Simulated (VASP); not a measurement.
# Ag (Fm-3m) in VASP: further runs

Runs on Ag. Level: LDA. Tasks: single point, relaxation of cell and atoms.

Everything below comes from runs of VASP 6.6.1. Logs are shortened: lines on timing, memory, paths and dates and some standing lists are left out, and cuts for length are marked.

## (1) The cell of the first run

The structure is cubic, space group Fm-3m (No. 225). The conventional cell has a = 4.005 Å, b = 4.005 Å, c = 4.005 Å, α = 90.00°, β = 90.00°, γ = 90.00°. Ag (site symmetry m-3m) has 12 Ag at 2.83 Å within 3.7 Å.

## (2) Single point, LDA

Contents of INCAR:

```
SYSTEM = Ag
ALGO     = Normal         ! electronic algorithm
EDIFF    = 1E-7           ! SCF threshold, eV
ENCUT    = 520            ! plane-wave cutoff, eV
GGA      = CA             ! functional
ISIF     = 2              ! what is computed and relaxed
ISMEAR   = 0              ! smearing method
LASPH    = .TRUE.         ! aspherical terms in the spheres
LCHARG   = .FALSE.        ! write CHGCAR
LREAL    = .FALSE.        ! projectors in reciprocal space
LWAVE    = .FALSE.        ! write WAVECAR
NBANDS   = 12             ! bands
NELM     = 100            ! most SCF steps
PREC     = Accurate       ! precision mode
SIGMA    = 0.1            ! smearing width, eV
```

Contents of KPOINTS:

```
k-points
0
G
  8 8 8
  0 0 0
```

Contents of POSCAR:

```
Ag
1.0
    0.0000000000      2.0026471504      2.0026471504
    2.0026471504      0.0000000000      2.0026471504
    2.0026471504      2.0026471504      0.0000000000
Ag
1
Direct
    0.0000000000      0.0000000000      0.0000000000
```

Potentials or basis: VASP PAW LDA potentials, release 64 (Ag).

Launch:

```
cat potpaw_LDA.64/Ag/POTCAR > POTCAR
mpirun -np 1 vasp_std > vasp.out
```

OUTCAR:

```text
SYSTEM = Ag
   EDIFF = 1E-7
   ENCUT = 520
   GGA = CA
   ISIF = 2
   ISMEAR = 0
   LASPH = .TRUE.
   LREAL = .FALSE.
   NELM = 100
   PREC = Accurate

 ion  position               nearest neighbor table
   1  0.000  0.000  0.000-

  LATTYP: Found a face centered cubic cell.
 ALAT       =     4.0052943008

  Lattice vectors:

 A1 = (   0.0000000000,   2.0026471504,   2.0026471504)
 A2 = (   2.0026471504,   0.0000000000,   2.0026471504)
 A3 = (   2.0026471504,   2.0026471504,   0.0000000000)

Analysis of symmetry for initial positions (statically):
=====================================================================
 Subroutine PRICEL returns:
 Original cell was already a primitive cell.

 Routine SETGRP: Setting up the symmetry group for a
 face centered cubic supercell.

 Subroutine GETGRP returns: Found 48 space group operations
 (whereof 48 operations were pure point group operations)
 out of a pool of 48 trial point group operations.

The static configuration has the point symmetry O_h .

Analysis of symmetry for dynamics (positions and initial velocities):
=====================================================================
 Subroutine PRICEL returns:
 Original cell was already a primitive cell.

 Routine SETGRP: Setting up the symmetry group for a
 face centered cubic supercell.

 Subroutine GETGRP returns: Found 48 space group operations
 (whereof 48 operations were pure point group operations)
 out of a pool of 48 trial point group operations.

The dynamic configuration has the point symmetry O_h .

 Subroutine INISYM returns: Found 48 space group operations
 (whereof 48 operations are pure point group operations),
 and found     1 'primitive' translations

----------------------------------------------------------------------------------------

                                     Primitive cell

  volume of cell :      16.0636

  direct lattice vectors                    reciprocal lattice vectors
     0.000000000  2.002647150  2.002647150    -0.249669544  0.249669544  0.249669544
     2.002647150  0.000000000  2.002647150     0.249669544 -0.249669544  0.249669544
     2.002647150  2.002647150  0.000000000     0.249669544  0.249669544 -0.249669544

  length of vectors
     2.832170761  2.832170761  2.832170761     0.432440335  0.432440335  0.432440335

  position of ions in fractional coordinates (direct lattice)
     0.000000000  0.000000000  0.000000000

  ion indices of the primitive-cell ions
   primitive index   ion index
                 1           1

----------------------------------------------------------------------------------------

 KPOINTS: k-points

Automatic generation of k-mesh.
 Grid dimensions read from file:
 generate k-points for:    8    8    8

 Generating k-lattice:

  Cartesian coordinates                     Fractional coordinates (reciprocal lattice)
    -0.031208693  0.031208693  0.031208693     0.125000000  0.000000000  0.000000000
     0.031208693 -0.031208693  0.031208693     0.000000000  0.125000000  0.000000000
     0.031208693  0.031208693 -0.031208693     0.000000000  0.000000000  0.125000000

  Length of vectors
     0.054055042  0.054055042  0.054055042

  Shift w.r.t. Gamma in fractional coordinates (k-lattice)
     0.000000000  0.000000000  0.000000000

 Subroutine IBZKPT returns following result:
 ===========================================

 Found     29 irreducible k-points:

 Following reciprocal coordinates:
            Coordinates               Weight
  0.000000  0.000000  0.000000      1.000000
  0.125000  0.000000  0.000000      8.000000
  0.250000  0.000000  0.000000      8.000000
  0.375000  0.000000  0.000000      8.000000
  0.500000  0.000000  0.000000      4.000000
  0.125000  0.125000  0.000000      6.000000
[... 16 lines left out ...]
  0.500000  0.250000  0.125000     48.000000
 -0.375000  0.250000  0.125000     24.000000
 [... further k-points ...]
   k-points           NKPTS =     29   k-points in BZ     NKDIM =     29   number of bands    NBANDS=     12
   number of dos      NEDOS =    301   number of ions     NIONS =      1
   total plane-waves  NPLWV =  13824
   dimension x,y,z NGX =    24 NGY =   24 NGZ =   24
   dimension x,y,z NGXF=    48 NGYF=   48 NGZF=   48
   ions per type =               1
   NGX,Y,Z   is equivalent  to a cutoff of  14.09, 14.09, 14.09 a.u.
   NGXF,Y,Z  is equivalent  to a cutoff of  28.18, 28.18, 28.18 a.u.
 SYSTEM =  Ag
   PREC   = accura    normal or accurate (medium, high low for compatibility)
   ISTART =      0    job   : 0-new  1-cont  2-samecut
   ICHARG =      2    charge: 1-file 2-atom 10-const
   ISPIN  =      1    spin polarized calculation?
   LNONCOLLINEAR =      F non collinear calculations
   LSORBIT =      F    spin-orbit coupling
   LASPH  =      T    aspherical Exc in radial PAW
   ENCUT  =  520.0 eV  38.22 Ry    6.18 a.u.   5.27  5.27  5.27*2*pi/ulx,y,z
   NELM   =    100;   NELMIN=  2; NELMDL= -5     # of ELM steps
   EDIFF  = 0.1E-06   stopping-criterion for ELM
   LREAL  =      F    real-space projection
   EDIFFG = 0.1E-05   stopping-criterion for IOM
   NSW    =      0    number of steps for IOM
   IBRION =     -1    ionic relax: 0-MD 1-quasi-New 2-CG
   NFREE  =      0    steps in history (QN), initial steepest desc. (CG)
   ISIF   =      2    stress and relaxation
   ISYM   =      2    0-nonsym 1-usesym 2-fastsym
   POTIM  = 0.5000    time-step for ionic-motion
   TEBEG  =    0.0;   TEEND  =   0.0 temperature during run
   PSTRESS=    0.0 pullay stress
   NELECT =      11.0000    total number of electrons
   NUPDOWN=      -1.0000    fix difference up-down
   EMIN   =  10.00;   EMAX   =-10.00  energy-range for DOS
   EFERMI =   0.00;   METHOD = LEGACY
   ISMEAR =     0;   SIGMA  =   0.10  broadening in eV -4-tet -1-fermi 0-gaus
   EFERMI_NEDOS =   21; number of points for ismear=-14 and -15
   IALGO  =     38    algorithm
   IMIX   =      4    mixing-type and parameters
     AMIX     =   0.40;   BMIX     =  1.00
     AMIX_MAG =   1.60;   BMIX_MAG =  1.00
  volume/ion in A,a.u.               =      16.06       108.40
  Fermi-wavevector in a.u.,A,eV,Ry     =   1.442972  2.726822 28.329625  2.082169
  Thomas-Fermi vector in A             =   2.561432
   LORBIT       =      0    0 simple, 1 ext, 2 COOP (PROOUT), +10 PAW based schemes
   GGA     = CA    functional components
   LHFCALC =     F    Hartree Fock is set to
   AEXX    =    0.0000 exact exchange contribution
   IVDW    =     0    specifies the selected vdW correction
   LEPSILON=     F    determine dielectric tensor
   LRPA    =     F    only Hartree local field effects (RPA)
 non-spin polarized calculation
 Gauss-broadening in eV      SIGMA  =   0.10
  energy-cutoff  :      520.00
  volume of cell :       16.06
 maximum number of plane-waves:       445
 NGX is ok and might be reduce to    24
   NGX = 11   NGY = 11   NGZ = 11

 number of electron      11.0000002 magnetization

 Free energy of the ion-electron system (eV)
  ---------------------------------------------------
  ext. energy  EPLUGINS =         0.00000000
  ---------------------------------------------------
  free energy    TOTEN  =        -3.74848737 eV

  energy without entropy =       -3.74545381  energy(sigma->0) =       -3.74697059

 E-fermi :   8.8624     XC(G=0): -12.9362

 val. band max:        8.7878009059   @ k =   0.5000   0.2500   0.1250
 cond. band min:       9.2587746542   @ k =   0.5000   0.3750   0.1250
 fundamental gap:      0.4709737482
 Fermi energy:         8.8623635244

 k-point     1 :       0.0000    0.0000    0.0000
  band No.  band energies     occupation
      1       0.7369      2.00000
      2       4.0235      2.00000
      3       4.0235      2.00000
      4       4.0235      2.00000
      5       5.1958      2.00000
      6       5.1958      2.00000
      7      25.1452      0.00000
      8      29.0084      0.00000
      9      29.0084      0.00000
     10      29.0084      0.00000
     11      34.1781      0.00000
     12      35.5838      0.00000

 k-point     2 :       0.1250    0.0000    0.0000
  band No.  band energies     occupation
      1       1.2318      2.00000
      2       3.9199      2.00000
      3       4.1551      2.00000
      4       4.1551      2.00000
      5       5.1553      2.00000
      6       5.1553      2.00000
      7      24.9007      0.00000
      8      26.4465      0.00000
      9      29.2818      0.00000
     10      29.2818      0.00000
     11      33.1968      0.00000
     12      34.7024      0.00000

 k-point     3 :       0.2500    0.0000    0.0000
  band No.  band energies     occupation
      1       2.2051      2.00000
      2       4.2197      2.00000
      3       4.2483      2.00000
      4       4.2483      2.00000
      5       5.3295      2.00000
      6       5.3295      2.00000
      7      20.5920      0.00000
      8      25.8478      0.00000
      9      29.3511      0.00000
     10      29.3511      0.00000
     11      32.5047      0.00000
     12      32.9123      0.00000
[... 286 lines left out ...]
 k-point    23 :       0.5000    0.2500    0.1250
  band No.  band energies     occupation
      1       3.0239      2.00000
      2       3.6702      2.00000
      3       4.0258      2.00000
      4       4.8884      2.00000
      5       5.7554      2.00000
      6       8.7878      1.70833
      7      16.7007      0.00000
      8      21.2131      0.00000
      9      23.5855      0.00000
     10      28.5965      0.00000
     11      32.2189      0.00000
     12      35.9600      0.00000

 k-point    24 :      -0.3750    0.2500    0.1250
  band No.  band energies     occupation
      1       2.9630      2.00000
      2       3.5104      2.00000
      3       4.4762      2.00000
      4       4.6962      2.00000
      5       6.0005      2.00000
      6      11.3662      0.00000
      7      13.2291      0.00000
      8      21.8808      0.00000
      9      22.0135      0.00000
     10      27.9216      0.00000
     11      33.0008      0.00000
     12      36.9867      0.00000

 [... further k-points ...]
[... 5 lines left out ...]
  --------------------------------------------------------------------------------------
  -------------------------------------------------------------------------------------
  Total        0.0462262      0.0462262      0.0462262      0.0000000      0.0000000      0.0000000
  in kB        4.6105742      4.6105742      4.6105742      0.0000000      0.0000000      0.0000000
  external PRESSURE =       4.6105742 kB  Pullay stress =       0.0000000 kB

 VOLUME and BASIS-vectors are now :
 -----------------------------------------------------------------------------
  energy-cutoff  :      520.00
  volume of cell :       16.06
      direct lattice vectors                 reciprocal lattice vectors
     0.000000000  2.002647150  2.002647150    -0.249669544  0.249669544  0.249669544
     2.002647150  0.000000000  2.002647150     0.249669544 -0.249669544  0.249669544
     2.002647150  2.002647150  0.000000000     0.249669544  0.249669544 -0.249669544

 POSITION                                       TOTAL-FORCE (eV/Angst)
 -----------------------------------------------------------------------------------
      0.00000      0.00000      0.00000         0.000000      0.000000      0.000000
 -----------------------------------------------------------------------------------
    total drift:                               -0.000000      0.000000      0.000000

  FREE ENERGIE OF THE ION-ELECTRON SYSTEM (eV)
  ---------------------------------------------------
  free  energy   TOTEN  =        -3.7484873676 eV

  energy  without entropy=       -3.7454538147  energy(sigma->0) =       -3.74697059
```

It took 3.3 s on 1 thread of Intel Xeon 6975P-C (Granite Rapids), shared host; peak memory 0.12 GiB.

Results:

* Free energy: -3.7485 eV
* Pressure: 0.5 GPa

## (3) Single point, LDA

This run uses another cell than the first one, of 17.29 Å³/atom, 1.076 times its volume.

Contents of INCAR:

```
SYSTEM = Ag
PREC = Accurate
ENCUT = 520
EDIFF = 1E-6
ISMEAR = 0
SIGMA = 0.1
LREAL = .False.
LASPH = .True.
NELM = 100
ALGO = Normal
ISIF = 2
LWAVE = .False.
LCHARG = .False.
GGA = CA
NBANDS = 12
```

Contents of KPOINTS:

```
regular mesh
0
Gamma
  8 8 8
  0 0 0
```

Contents of POSCAR:

```
Ag
1.0
    0.0000000000      2.0521781800      2.0521781800
    2.0521781800      0.0000000000      2.0521781800
    2.0521781800      2.0521781800      0.0000000000
Ag
1
Direct
    0.0000000000      0.0000000000      0.0000000000
```

Potentials or basis: VASP PAW LDA potentials, release 64 (Ag).

Launch:

```
cat potpaw_LDA.64/Ag/POTCAR > POTCAR
mpirun -np 1 vasp_std > vasp.out
```

It took 4.3 s on 1 thread of Intel Xeon 6975P-C (Granite Rapids), shared host; peak memory 0.12 GiB.

It converged, with:

```yaml
Free_energy: -3.7182 eV
Pressure: -7.9 GPa
```

Levels at points of the mesh, in eV from the Fermi level:
| k point | band 2 | band 3 | band 4 | band 5 | band 6 | band 7 | band 8 | band 9 | band 10 | band 11 |
| --- | --- | --- | --- | --- | --- | --- | --- | --- | --- | --- |
| (0.00, 0.00, 0.00) | -4.51 | -4.51 | -4.51 | -3.48 | -3.48 | 16.20 | 19.62 | 19.62 | 19.62 | 24.61 |
| (0.50, 0.00, 0.00) | -4.53 | -4.53 | -2.69 | -2.69 | -0.19 | 3.70 | 15.45 | 17.79 | 17.79 | 22.88 |
| (0.50, 0.50, 0.00) | -5.99 | -2.72 | -2.49 | -2.49 | 1.76 | 6.81 | 10.70 | 10.70 | 17.29 | 17.31 |

(Part 1 of 2 ends here.)
